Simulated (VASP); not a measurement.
# B (P6_3/mmc) in VASP: relaxation of cell and atoms with PBE

Aim: the relaxation of cell and atoms of B with PBE.

Everything below comes from runs of VASP 6.6.1. Logs are shortened: lines on timing, memory, paths and dates and some standing lists are left out, and cuts for length are marked.

## (1) The cell of the first run

It takes space group P6_3/mmc (No. 194, hexagonal). Conventional cell: a = 2.213 Å, b = 2.213 Å, c = 3.592 Å, α = 90.00°, β = 90.00°, γ = 120.00°. B (site symmetry -6m2) has 12 B at 2.20 to 2.21 Å within 2.9 Å.

This isn't the form of B at room conditions, which is rhombohedral.

## (2) Relaxation of cell and atoms, PBE

File INCAR:

```
SYSTEM = B
PREC     = Accurate       ! precision mode
ENCUT    = 1230           ! plane-wave cutoff, eV
EDIFF    = 1E-7           ! SCF threshold, eV
ISMEAR   = 0              ! smearing method
SIGMA    = 0.1            ! smearing width, eV
LREAL    = .FALSE.        ! projectors in reciprocal space
LASPH    = .TRUE.         ! aspherical terms in the spheres
NELM     = 120            ! most SCF steps
ALGO     = Normal         ! electronic algorithm
ISIF     = 3              ! what is computed and relaxed
LWAVE    = .FALSE.        ! write WAVECAR
LCHARG   = .FALSE.        ! write CHGCAR
GGA      = PE             ! functional
IBRION   = 2              ! ionic algorithm
NSW      = 90             ! ionic steps
EDIFFG   = -0.04          ! ionic threshold
GGA_COMPAT= .FALSE.      
NELMIN   = 4
```

File KPOINTS:

```
Automatic mesh
0
G
  9 9 6
  0 0 0
```

File POSCAR:

```
B
1.0
    2.2130123495      0.0000000000      0.0000000000
   -1.1065061747      1.9165249135      0.0000000000
    0.0000000000      0.0000000000      3.5918362432
B
2
Direct
    0.3333333333      0.6666666667      0.2500000000
    0.6666666667      0.3333333333      0.7500000000
```

Potentials or basis: VASP PAW PBE potentials, release 64 (B_h).

Launch:

```
$ cat potpaw_PBE.64/B_h/POTCAR > POTCAR
$ mpirun -np 1 vasp_std > vasp.out
```

OUTCAR:

```text
SYSTEM = B
   PREC = Accurate
   ENCUT = 1230
   EDIFF = 1E-7
   ISMEAR = 0
   LREAL = .FALSE.
   LASPH = .TRUE.
   NELM = 120
   ISIF = 3
   GGA = PE
   IBRION = 2
   NSW = 90
   EDIFFG = -0.04
   NELMIN = 4

 ion  position               nearest neighbor table
   1  0.333  0.667  0.250-
   2  0.667  0.333  0.750-

  LATTYP: Found a hexagonal cell.
 ALAT       =     2.2130123495
 C/A-ratio  =     1.6230529595

  Lattice vectors:

 A1 = (   2.2130123495,   0.0000000000,   0.0000000000)
 A2 = (  -1.1065061747,   1.9165249135,   0.0000000000)
 A3 = (   0.0000000000,   0.0000000000,   3.5918362432)

Analysis of symmetry for initial positions (statically):
=====================================================================
 Subroutine PRICEL returns:
 Original cell was already a primitive cell.

 Routine SETGRP: Setting up the symmetry group for a
 hexagonal supercell.

 Subroutine GETGRP returns: Found 24 space group operations
 (whereof 12 operations were pure point group operations)
 out of a pool of 24 trial point group operations.

The static configuration has the point symmetry D_3d.
 The point group associated with its full space group is D_6h.

Analysis of symmetry for dynamics (positions and initial velocities):
=====================================================================
 Subroutine PRICEL returns:
 Original cell was already a primitive cell.

 Routine SETGRP: Setting up the symmetry group for a
 hexagonal supercell.

 Subroutine GETGRP returns: Found 24 space group operations
 (whereof 12 operations were pure point group operations)
 out of a pool of 24 trial point group operations.

The dynamic configuration has the point symmetry D_3d.
 The point group associated with its full space group is D_6h.

 Subroutine INISYM returns: Found 24 space group operations
 (whereof 12 operations are pure point group operations),
 and found     1 'primitive' translations

----------------------------------------------------------------------------------------

                                     Primitive cell

  volume of cell :      15.2340

  direct lattice vectors                    reciprocal lattice vectors
     2.213012350  0.000000000  0.000000000     0.451872761  0.260888860  0.000000000
    -1.106506175  1.916524913  0.000000000     0.000000000  0.521777720  0.000000000
     0.000000000  0.000000000  3.591836243     0.000000000  0.000000000  0.278409129

  length of vectors
     2.213012350  2.213012349  3.591836243     0.521777720  0.521777720  0.278409129

  position of ions in fractional coordinates (direct lattice)
     0.333333333  0.666666667  0.250000000
     0.666666667  0.333333333  0.750000000

  ion indices of the primitive-cell ions
   primitive index   ion index
                 1           1
                 2           2

----------------------------------------------------------------------------------------

 KPOINTS: Automatic mesh

Automatic generation of k-mesh.
 Grid dimensions read from file:
 generate k-points for:    9    9    6

 Generating k-lattice:

  Cartesian coordinates                     Fractional coordinates (reciprocal lattice)
     0.050208085  0.028987651  0.000000000     0.111111111 -0.000000000  0.000000000
     0.000000000  0.057975302  0.000000000     0.000000000  0.111111111  0.000000000
     0.000000000  0.000000000  0.046401522     0.000000000  0.000000000  0.166666667

  Length of vectors
     0.057975302  0.057975302  0.046401522

  Shift w.r.t. Gamma in fractional coordinates (k-lattice)
     0.000000000  0.000000000  0.000000000

 Subroutine IBZKPT returns following result:
 ===========================================

 Found     48 irreducible k-points:

 Following reciprocal coordinates:
            Coordinates               Weight
  0.000000  0.000000  0.000000      1.000000
  0.111111 -0.000000  0.000000      6.000000
  0.222222 -0.000000  0.000000      6.000000
  0.333333 -0.000000  0.000000      6.000000
  0.444444 -0.000000  0.000000      6.000000
  0.111111  0.111111  0.000000      6.000000
[... 16 lines left out ...]
  0.333333  0.222222  0.166667     24.000000
  0.333333  0.333333  0.166667      4.000000
 [... further k-points ...]
   k-points           NKPTS =     48   k-points in BZ     NKDIM =     48   number of bands    NBANDS=      7
   number of dos      NEDOS =    301   number of ions     NIONS =      2
   total plane-waves  NPLWV =  32928
   dimension x,y,z NGX =    28 NGY =   28 NGZ =   42
   dimension x,y,z NGXF=    56 NGYF=   56 NGZF=   84
   ions per type =               2
   NGX,Y,Z   is equivalent  to a cutoff of  21.03, 21.03, 19.44 a.u.
   NGXF,Y,Z  is equivalent  to a cutoff of  42.07, 42.07, 38.88 a.u.
 SYSTEM =  B
   PREC   = accura    normal or accurate (medium, high low for compatibility)
   ISTART =      0    job   : 0-new  1-cont  2-samecut
   ICHARG =      2    charge: 1-file 2-atom 10-const
   ISPIN  =      1    spin polarized calculation?
   LNONCOLLINEAR =      F non collinear calculations
   LSORBIT =      F    spin-orbit coupling
   LASPH  =      T    aspherical Exc in radial PAW
   ENCUT  = 1230.0 eV  90.40 Ry    9.51 a.u.   6.33  6.33 10.27*2*pi/ulx,y,z
   NELM   =    120;   NELMIN=  4; NELMDL= -5     # of ELM steps
   EDIFF  = 0.1E-06   stopping-criterion for ELM
   LREAL  =      F    real-space projection
   EDIFFG = -.4E-01   stopping-criterion for IOM
   NSW    =     90    number of steps for IOM
   IBRION =      2    ionic relax: 0-MD 1-quasi-New 2-CG
   NFREE  =      1    steps in history (QN), initial steepest desc. (CG)
   ISIF   =      3    stress and relaxation
   ISYM   =      2    0-nonsym 1-usesym 2-fastsym
   POTIM  = 0.5000    time-step for ionic-motion
   TEBEG  =    0.0;   TEEND  =   0.0 temperature during run
   PSTRESS=    0.0 pullay stress
   NELECT =       6.0000    total number of electrons
   NUPDOWN=      -1.0000    fix difference up-down
   EMIN   =  10.00;   EMAX   =-10.00  energy-range for DOS
   EFERMI =   0.00;   METHOD = LEGACY
   ISMEAR =     0;   SIGMA  =   0.10  broadening in eV -4-tet -1-fermi 0-gaus
   EFERMI_NEDOS =   21; number of points for ismear=-14 and -15
   IALGO  =     38    algorithm
   IMIX   =      4    mixing-type and parameters
     AMIX     =   0.40;   BMIX     =  1.00
     AMIX_MAG =   1.60;   BMIX_MAG =  1.00
  volume/ion in A,a.u.               =       7.62        51.40
  Fermi-wavevector in a.u.,A,eV,Ry     =   1.200016  2.267701 19.592906  1.440038
  Thomas-Fermi vector in A             =   2.335863
   LORBIT       =      0    0 simple, 1 ext, 2 COOP (PROOUT), +10 PAW based schemes
   GGA     = PE    functional components
   LHFCALC =     F    Hartree Fock is set to
   AEXX    =    0.0000 exact exchange contribution
   IVDW    =     0    specifies the selected vdW correction
   LEPSILON=     F    determine dielectric tensor
   LRPA    =     F    only Hartree local field effects (RPA)
 conjugate gradient relaxation of ions
 non-spin polarized calculation
 Gauss-broadening in eV      SIGMA  =   0.10
  energy-cutoff  :     1230.00
  volume of cell :       15.23
 maximum number of plane-waves:      1520
 NGX is ok and might be reduce to    28
   NGX = 13   NGY = 13   NGZ = 21

--------------------------------------- Ionic step        1  -------------------------------------------

 number of electron       6.0000000 magnetization

 Free energy of the ion-electron system (eV)
  ---------------------------------------------------
  ext. energy  EPLUGINS =         0.00000000
  ---------------------------------------------------
  free energy    TOTEN  =        -9.85109638 eV

  energy without entropy =       -9.84716976  energy(sigma->0) =       -9.84913307

------------------------ aborting loop because EDIFF is reached ----------------------------------------

  FORCE on cell =-STRESS in cart. coord.  units (eV):
  Direction    XX          YY          ZZ          XY          YZ          ZX
  --------------------------------------------------------------------------------------
  -------------------------------------------------------------------------------------
  Total       -3.9883118     -3.9883118     -2.3578278     -0.0000000      0.0000000      0.0000000
  in kB     -419.4544883   -419.4544883   -247.9749611     -0.0000000      0.0000000      0.0000000
  external PRESSURE =    -362.2946459 kB  Pullay stress =       0.0000000 kB
[... 89 lines left out ...]
  FREE ENERGIE OF THE ION-ELECTRON SYSTEM (eV)
  ---------------------------------------------------
  free  energy   TOTEN  =       -10.3445885549 eV

  energy  without entropy=      -10.3393655795  energy(sigma->0) =      -10.34197707

 E-fermi :  10.1433     XC(G=0): -12.0000

 val. band max:       10.1306734993   @ k =   0.4444   0.1111   0.3333
 cond. band min:      10.1849875527   @ k =   0.2222   0.2222   0.3333
 fundamental gap:      0.0543140534
 Fermi energy:        10.1432888207

 k-point     1 :       0.0000    0.0000    0.0000
  band No.  band energies     occupation
      1      -7.9901      2.00000
      2      -5.8336      2.00000
      3      -0.3611      2.00000
      4       6.7543      2.00000
      5      16.3648      0.00000
      6      30.8822      0.00000
      7      38.8510      0.00000
[... 221 lines left out ...]
 k-point    24 :       0.3333    0.3333    0.1667
  band No.  band energies     occupation
      1       6.1797      2.00000
      2       6.4796      2.00000
      3       6.4796      2.00000
      4       6.8561      2.00000
      5      17.6389      0.00000
      6      17.6390      0.00000
      7      17.9906      0.00000

 [... further k-points ...]

[... ionic steps 4 to 22 ...]

--------------------------------------- Ionic step       23  -------------------------------------------

 number of electron       6.0000000 magnetization

------------------------ aborting loop because EDIFF is reached ----------------------------------------
[... 67 lines left out ...]
--------------------------------------- Ionic step       25  -------------------------------------------

 number of electron       6.0000000 magnetization

 Free energy of the ion-electron system (eV)
  ---------------------------------------------------
  ext. energy  EPLUGINS =         0.00000000
  ---------------------------------------------------
  free energy    TOTEN  =       -11.77628292 eV

  energy without entropy =      -11.76458108  energy(sigma->0) =      -11.77043200

 E-fermi :   8.2509     XC(G=0): -10.7405

 val. band max:        8.2376385168   @ k =   0.2222   0.2222   0.0000
 cond. band min:       8.2809961644   @ k =   0.3333   0.2222   0.0000
 fundamental gap:      0.0433576476
 Fermi energy:         8.2508664020

 k-point     1 :       0.0000    0.0000    0.0000
  band No.  band energies     occupation
      1      -9.8357      2.00000
      2      -9.2688      2.00000
      3      -1.4252      2.00000
      4       1.4091      2.00000
      5      10.5801      0.00000
      6      18.9584      0.00000
      7      24.4430      0.00000
[... 221 lines left out ...]
 k-point    24 :       0.3333    0.3333    0.1667
  band No.  band energies     occupation
      1       4.0989      2.00000
      2       4.1577      2.00000
      3       4.1577      2.00000
      4       4.2198      2.00000
      5      16.3242      0.00000
      6      16.3242      0.00000
      7      16.4240      0.00000

 [... further k-points ...]

------------------------ aborting loop because EDIFF is reached ----------------------------------------

  FORCE on cell =-STRESS in cart. coord.  units (eV):
  Direction    XX          YY          ZZ          XY          YZ          ZX
  --------------------------------------------------------------------------------------
  -------------------------------------------------------------------------------------
  Total       -0.0356566     -0.0356566      0.0495284     -0.0000000      0.0000000     -0.0000000
  in kB       -3.3779356     -3.3779356      4.6920819     -0.0000000      0.0000000     -0.0000000
  external PRESSURE =      -0.6879298 kB  Pullay stress =       0.0000000 kB
[... 17 lines left out ...]
  FREE ENERGIE OF THE ION-ELECTRON SYSTEM (eV)
  ---------------------------------------------------
  free  energy   TOTEN  =       -11.7762829226 eV

  energy  without entropy=      -11.7645810805  energy(sigma->0) =      -11.77043200

 reached required accuracy - stopping structural energy minimisation
```

Run time: 7.4 min. Hardware: 1 thread of AMD EPYC 7R43 (Zen 3), shared host; peak memory 0.14 GiB.

Results:

* Free energy: -11.7763 eV
* Relaxed volume: 8.46 Å³/atom
* Relaxed cell: a = 1.706 Å, b = 1.706 Å, c = 6.710 Å, α = 90.00°, β = 90.00°, γ = 120.00°
* Space group after relaxing (to 0.1 Å): P6_3/mmc (No. 194)
* Pressure after relaxing: -0.1 GPa
* Band gap on the k mesh: zero (bands 3 and 4 overlap by 10.08 eV)

Stress tensor (GPa, compression positive):
```
-0.34  0.00  0.00
 0.00 -0.34  0.00
 0.00  0.00  0.47
```

Final structure:
```
B
1.0
     1.70600    0.00000    0.00000
    -0.85300    1.47744    0.00000
     0.00000    0.00000    6.70978
B
2
Cartesian
  0.0000 0.9850 1.6774
  0.8530 0.4925 5.0323
```

Caveat: the k points lie up to 0.47 Å⁻¹ apart in the final cell, too coarse for converged energies and pressures of a metal; a cell axis changed by over 15 % at a fixed basis, so the end point is rough; this functional lacks dispersion, which binds layers or chains, so the pressure and a relaxed spacing across them are unreliable.

The gap in the log of VASP goes by the Fermi energy; the results here count the filled bands.